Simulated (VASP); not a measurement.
# Rh: single point with PBEsol

Crystal: Rh.

```
Rh
1.0
     0.00000    1.88999    1.88999
     1.88999    0.00000    1.88999
     1.88999    1.88999    0.00000
Rh
1
Direct
  0.00000 0.00000 0.00000
```

* Program: VASP 6.6.1
* Task: single point
* Functional: PBEsol
* Potentials or basis: VASP PAW PBE potentials, release 64 (Rh_pv)
* Cutoff: 520 eV
* k mesh: 18 × 18 × 18
* Occupations: gaussian, width 0.1 eV
* Spin: no spin polarisation

The pressure is -0.1 GPa.

Levels at points of the mesh, in eV from the Fermi level:
```tsv
k point	band 4	band 5	band 6	band 7	band 8	band 9	band 10	band 11
(0.00, 0.00, 0.00)	-8.20	-3.19	-3.19	-3.19	-1.02	-1.02	15.91	20.30
(0.50, 0.00, 0.00)	-6.33	-3.27	-3.27	0.59	0.59	0.62	8.77	15.42
(0.50, 0.50, 0.00)	-6.53	-6.15	0.57	1.01	1.01	3.19	12.45	13.33
```

Wall time 18 s on 1 thread of Intel(R) Xeon(R) Platinum 8488C (Sapphire Rapids), with other jobs on the host, peak memory 0.15 GiB.

Caveat: the PAW data sets were made with another functional, which shifts forces and pressure a little.
